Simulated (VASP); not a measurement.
# GeSb2Te4 (I-4m2) in VASP: single point with PBEsol

Aim: the single point of GeSb2Te4 with PBEsol.

Program: VASP 6.6.1. These are calculated values, not measurements. Logs are shortened: lines on timing, memory, paths and dates and some standing lists are left out, and cuts for length are marked.

## 1. The cell of the first run

Symmetry: I-4m2, No. 119, tetragonal system. The conventional cell has a = 6.014 Å, b = 6.014 Å, c = 11.888 Å, α = 90.00°, β = 90.00°, γ = 90.00°. Within 3.8 Å of Ge (site symmetry -4m2) lie 6 Te at 2.92 to 3.01 Å. Sb (site symmetry -4m2) has 6 Te at 3.01 to 3.03 Å within 4.0 Å. Sb (site symmetry -4m2) has 6 Te at 3.01 to 3.05 Å within 4.0 Å. Within 4.4 Å of Te (site symmetry 2mm) lie 2 Ge at 3.01 Å and 3 Sb at 3.01 to 3.05 Å and 12 Te at 4.13 to 4.32 Å. Te (site symmetry 2mm) has 1 Ge at 2.92 Å and 3 Sb at 3.01 to 3.03 Å within 3.8 Å.

## 2. Single point, PBEsol

INCAR

```
PREC     = Accurate       # precision mode
ENCUT    = 520            # plane-wave cutoff, eV
EDIFF    = 1E-7           # SCF threshold, eV
ISMEAR   = 0              # smearing method
SIGMA    = 0.1            # smearing width, eV
LREAL    = False          # projectors in reciprocal space
LASPH    = True           # aspherical terms in the spheres
NELM     = 60             # most SCF steps
ALGO     = Normal         # electronic algorithm
ISIF     = 2              # what is computed and relaxed
LWAVE    = False          # write WAVECAR
LCHARG   = False          # write CHGCAR
GGA      = PS             # functional
NBANDS   = 33             # bands
```

KPOINTS

```
regular mesh
0
Gamma
  8 8 8
```

POSCAR

```
GeSb2Te4
1.0
   -3.0072357705      3.0072357705      5.9442345848
    3.0072357705     -3.0072357705      5.9442345848
    3.0072357705      3.0072357705     -5.9442345848
Ge Sb Te
1 2 4
Direct
    0.0000000000      0.0000000000      0.0000000000
    0.5000000000      0.5000000000      0.0000000000
    0.2500000000      0.7500000000      0.5000000000
    0.5064895585      0.0064895585      0.5000000000
    0.2452143521      0.2452143521      0.0000000000
    0.9935104415      0.4935104415      0.5000000000
    0.7547856479      0.7547856479      0.0000000000
```

Potentials or basis: VASP PAW PBE potentials, release 64 (Ge_d, Sb, Te).

Launch:

```sh
> cat potpaw_PBE.64/Ge_d/POTCAR potpaw_PBE.64/Sb/POTCAR potpaw_PBE.64/Te/POTCAR > POTCAR
> mpirun -np 1 vasp_std > vasp.out
```

OUTCAR:

```text
PREC = Accurate
   ENCUT = 520
   EDIFF = 1E-7
   ISMEAR = 0
   LREAL = False
   LASPH = True
   NELM = 60
   ISIF = 2
   GGA = PS

 ion  position               nearest neighbor table
   1  0.000  0.000  0.000-   5 2.92   7 2.92   6 3.01   4 3.01   4 3.01   6 3.01
   2  0.500  0.500  0.000-   4 3.01   6 3.01   4 3.01   6 3.01   5 3.03   7 3.03
   3  0.250  0.750  0.500-   7 3.01   5 3.01   7 3.01   5 3.01   4 3.05   6 3.05
   4  0.506  0.006  0.500-   1 3.01   2 3.01   2 3.01   1 3.01   3 3.05
   5  0.245  0.245  0.000-   1 2.92   3 3.01   3 3.01   2 3.03
   6  0.994  0.494  0.500-   2 3.01   1 3.01   1 3.01   2 3.01   3 3.05
   7  0.755  0.755  0.000-   1 2.92   3 3.01   3 3.01   2 3.03

  LATTYP: Found a body centered tetragonal cell.
 ALAT       =     6.0144715410
 C/A-ratio  =     1.9766440141

  Lattice vectors:

 A1 = (  -3.0072357705,   3.0072357705,   5.9442345848)
 A2 = (   3.0072357705,  -3.0072357705,   5.9442345848)
 A3 = (   3.0072357705,   3.0072357705,  -5.9442345848)

Analysis of symmetry for initial positions (statically):
=====================================================================
 Subroutine PRICEL returns:
 Original cell was already a primitive cell.

 Routine SETGRP: Setting up the symmetry group for a
 body centered tetragonal supercell.

 Subroutine GETGRP returns: Found  8 space group operations
 (whereof  8 operations were pure point group operations)
 out of a pool of 16 trial point group operations.

The static configuration has the point symmetry D_2d.

Analysis of symmetry for dynamics (positions and initial velocities):
=====================================================================
 Subroutine PRICEL returns:
 Original cell was already a primitive cell.

 Routine SETGRP: Setting up the symmetry group for a
 body centered tetragonal supercell.

 Subroutine GETGRP returns: Found  8 space group operations
 (whereof  8 operations were pure point group operations)
 out of a pool of 16 trial point group operations.

The dynamic configuration has the point symmetry D_2d.

 Subroutine INISYM returns: Found  8 space group operations
 (whereof  8 operations are pure point group operations),
 and found     1 'primitive' translations

----------------------------------------------------------------------------------------

                                     Primitive cell

  volume of cell :     215.0260

  direct lattice vectors                    reciprocal lattice vectors
    -3.007235770  3.007235770  5.944234585     0.000000000  0.166265647  0.084115119
     3.007235770 -3.007235770  5.944234585     0.166265647  0.000000000  0.084115119
     3.007235770  3.007235770 -5.944234585     0.166265647  0.166265647  0.000000000

  length of vectors
     7.308957433  7.308957433  7.308957433     0.186332012  0.186332012  0.235135132

  position of ions in fractional coordinates (direct lattice)
     0.000000000  0.000000000  0.000000000
     0.500000000  0.500000000  0.000000000
     0.250000000  0.750000000  0.500000000
     0.506489559  0.006489559  0.500000000
     0.245214352  0.245214352  0.000000000
     0.993510442  0.493510441  0.500000000
     0.754785648  0.754785648  0.000000000

  ion indices of the primitive-cell ions
   primitive index   ion index
                 1           1
                 2           2
                 3           3
                 4           4
                 5           5
                 6           6
                 7           7

----------------------------------------------------------------------------------------

 KPOINTS: regular mesh

Automatic generation of k-mesh.
 Grid dimensions read from file:
 generate k-points for:    8    8    8

 Generating k-lattice:

  Cartesian coordinates                     Fractional coordinates (reciprocal lattice)
     0.000000000  0.020783206  0.010514390     0.125000000  0.000000000  0.000000000
     0.020783206  0.000000000  0.010514390     0.000000000  0.125000000  0.000000000
     0.020783206  0.020783206  0.000000000     0.000000000  0.000000000  0.125000000

  Length of vectors
     0.023291501  0.023291501  0.029391892

  Shift w.r.t. Gamma in fractional coordinates (k-lattice)
     0.000000000  0.000000000  0.000000000

 Subroutine IBZKPT returns following result:
 ===========================================

 Found     59 irreducible k-points:

 Following reciprocal coordinates:
            Coordinates               Weight
  0.000000  0.000000  0.000000      1.000000
  0.125000  0.000000 -0.000000      8.000000
  0.250000  0.000000 -0.000000      8.000000
  0.375000  0.000000  0.000000      8.000000
  0.500000  0.000000 -0.000000      4.000000
  0.125000  0.125000 -0.000000      8.000000
[... 16 lines left out ...]
  0.250000  0.125000  0.125000     16.000000
  0.375000  0.125000  0.125000      8.000000
 [... further k-points ...]
   k-points           NKPTS =     59   k-points in BZ     NKDIM =     59   number of bands    NBANDS=     33
   number of dos      NEDOS =    301   number of ions     NIONS =      7
   total plane-waves  NPLWV = 157464
   dimension x,y,z NGX =    54 NGY =   54 NGZ =   54
   dimension x,y,z NGXF=   108 NGYF=  108 NGZF=  108
   ions per type =               1   2   4
   NGX,Y,Z   is equivalent  to a cutoff of  12.28, 12.28, 12.28 a.u.
   NGXF,Y,Z  is equivalent  to a cutoff of  24.57, 24.57, 24.57 a.u.
 SYSTEM =  unknown system
   PREC   = accura    normal or accurate (medium, high low for compatibility)
   ISTART =      0    job   : 0-new  1-cont  2-samecut
   ICHARG =      2    charge: 1-file 2-atom 10-const
   ISPIN  =      1    spin polarized calculation?
   LNONCOLLINEAR =      F non collinear calculations
   LSORBIT =      F    spin-orbit coupling
   LASPH  =      T    aspherical Exc in radial PAW
   ENCUT  =  520.0 eV  38.22 Ry    6.18 a.u.  13.59 13.59 13.59*2*pi/ulx,y,z
   NELM   =     60;   NELMIN=  2; NELMDL= -5     # of ELM steps
   EDIFF  = 0.1E-06   stopping-criterion for ELM
   LREAL  =      F    real-space projection
   EDIFFG = 0.1E-05   stopping-criterion for IOM
   NSW    =      0    number of steps for IOM
   IBRION =     -1    ionic relax: 0-MD 1-quasi-New 2-CG
   NFREE  =      0    steps in history (QN), initial steepest desc. (CG)
   ISIF   =      2    stress and relaxation
   ISYM   =      2    0-nonsym 1-usesym 2-fastsym
   POTIM  = 0.5000    time-step for ionic-motion
   TEBEG  =    0.0;   TEEND  =   0.0 temperature during run
   PSTRESS=    0.0 pullay stress
   NELECT =      48.0000    total number of electrons
   NUPDOWN=      -1.0000    fix difference up-down
   EMIN   =  10.00;   EMAX   =-10.00  energy-range for DOS
   EFERMI =   0.00;   METHOD = LEGACY
   ISMEAR =     0;   SIGMA  =   0.10  broadening in eV -4-tet -1-fermi 0-gaus
   EFERMI_NEDOS =   21; number of points for ismear=-14 and -15
   IALGO  =     38    algorithm
   IMIX   =      4    mixing-type and parameters
     AMIX     =   0.40;   BMIX     =  1.00
     AMIX_MAG =   1.60;   BMIX_MAG =  1.00
  volume/ion in A,a.u.               =      30.72       207.30
  Fermi-wavevector in a.u.,A,eV,Ry     =   0.993097  1.876681 13.418629  0.986241
  Thomas-Fermi vector in A             =   2.124955
   LORBIT       =      0    0 simple, 1 ext, 2 COOP (PROOUT), +10 PAW based schemes
   GGA     = PS    functional components
   LHFCALC =     F    Hartree Fock is set to
   AEXX    =    0.0000 exact exchange contribution
   IVDW    =     0    specifies the selected vdW correction
   LEPSILON=     F    determine dielectric tensor
   LRPA    =     F    only Hartree local field effects (RPA)
 non-spin polarized calculation
 Gauss-broadening in eV      SIGMA  =   0.10
  energy-cutoff  :      520.00
  volume of cell :      215.03
 maximum number of plane-waves:      5820
   NGX = 27   NGY = 27   NGZ = 27

 number of electron      47.9999998 magnetization

 Free energy of the ion-electron system (eV)
  ---------------------------------------------------
  ext. energy  EPLUGINS =         0.00000000
  ---------------------------------------------------
  free energy    TOTEN  =       -28.21168704 eV

  energy without entropy =      -28.20412510  energy(sigma->0) =      -28.20790607

 E-fermi :   5.9020     XC(G=0):  -9.5123

 val. band max:        5.8832068829   @ k =   0.5000   0.5000  -0.0000
 cond. band min:       5.9023337424   @ k =   0.3750   0.1250   0.1250
 fundamental gap:      0.0191268595
 Fermi energy:         5.9019911448

 k-point     1 :       0.0000    0.0000    0.0000
  band No.  band energies     occupation
      1     -18.8053      2.00000
      2     -18.7988      2.00000
      3     -18.7927      2.00000
      4     -18.7857      2.00000
      5     -18.7857      2.00000
      6      -7.2248      2.00000
[... 25 lines left out ...]
     32      11.0758      0.00000
     33      11.4750      0.00000

 k-point     2 :       0.1250    0.0000   -0.0000
  band No.  band energies     occupation
      1     -18.8053      2.00000
      2     -18.7988      2.00000
      3     -18.7927      2.00000
      4     -18.7857      2.00000
      5     -18.7857      2.00000
      6      -7.1590      2.00000
[... 25 lines left out ...]
     32      10.9884      0.00000
     33      11.1889      0.00000
[... 754 lines left out ...]
     32       9.5519      0.00000
     33      10.0491      0.00000

 k-point    24 :       0.3750    0.1250    0.1250
  band No.  band energies     occupation
      1     -18.8052      2.00000
      2     -18.7989      2.00000
      3     -18.7927      2.00000
      4     -18.7857      2.00000
      5     -18.7857      2.00000
      6      -6.1938      2.00000
[... 25 lines left out ...]
     32       9.4982      0.00000
     33       9.6525      0.00000

 [... further k-points ...]

------------------------ aborting loop because EDIFF is reached ----------------------------------------

  FORCE on cell =-STRESS in cart. coord.  units (eV):
  Direction    XX          YY          ZZ          XY          YZ          ZX
  --------------------------------------------------------------------------------------
  -------------------------------------------------------------------------------------
  Total        0.0584517      0.0584517      0.0711731      0.0000000      0.0000000     -0.0000000
  in kB        0.4355286      0.4355286      0.5303167      0.0000000      0.0000000     -0.0000000
  external PRESSURE =       0.4671246 kB  Pullay stress =       0.0000000 kB

 VOLUME and BASIS-vectors are now :
 -----------------------------------------------------------------------------
  energy-cutoff  :      520.00
  volume of cell :      215.03
      direct lattice vectors                 reciprocal lattice vectors
    -3.007235770  3.007235770  5.944234585     0.000000000  0.166265647  0.084115119
     3.007235770 -3.007235770  5.944234585     0.166265647  0.000000000  0.084115119
     3.007235770  3.007235770 -5.944234585     0.166265647  0.166265647  0.000000000

 POSITION                                       TOTAL-FORCE (eV/Angst)
 -----------------------------------------------------------------------------------
      0.00000      0.00000      0.00000        -0.000000      0.000000      0.000000
      0.00000      0.00000      5.94423        -0.000000      0.000000      0.000000
      3.00724     -0.00000      2.97212        -0.000000      0.000000      0.000000
      0.00000      3.00724      0.07715         0.000000     -0.000000      0.005892
      0.00000      0.00000      2.91522         0.000000      0.000000     -0.002357
      0.00000      3.00724      5.86708         0.000000     -0.000000     -0.005892
      0.00000      0.00000      8.97325         0.000000     -0.000000      0.002357
 -----------------------------------------------------------------------------------
    total drift:                               -0.000000      0.000000     -0.000000

  FREE ENERGIE OF THE ION-ELECTRON SYSTEM (eV)
  ---------------------------------------------------
  free  energy   TOTEN  =       -28.2116870410 eV

  energy  without entropy=      -28.2041250986  energy(sigma->0) =      -28.20790607
```

Run time: 7.2 min. Hardware: 1 thread of AMD EPYC 7R13 (Zen 3), shared host; peak memory 0.61 GiB.

What came out:

```yaml
Free_energy: -28.2117 eV
Pressure: 0.0 GPa
Largest_force: 0.006 eV/Å
Band_gap_on_the_k_mesh: zero (bands 24 and 25 overlap by 0.18 eV)
```

Forces on the atoms (eV/Å):
```
Ge   0.000  0.000  0.000
Sb   0.000  0.000  0.000
Sb   0.000  0.000  0.000
Te   0.000  0.000  0.006
Te   0.000  0.000 -0.002
Te   0.000  0.000 -0.006
Te   0.000  0.000  0.002
```

Caveat: the PAW data sets were made with another functional, which shifts forces and pressure a little; spin-orbit coupling is left out, which moves the levels of the heavy elements.
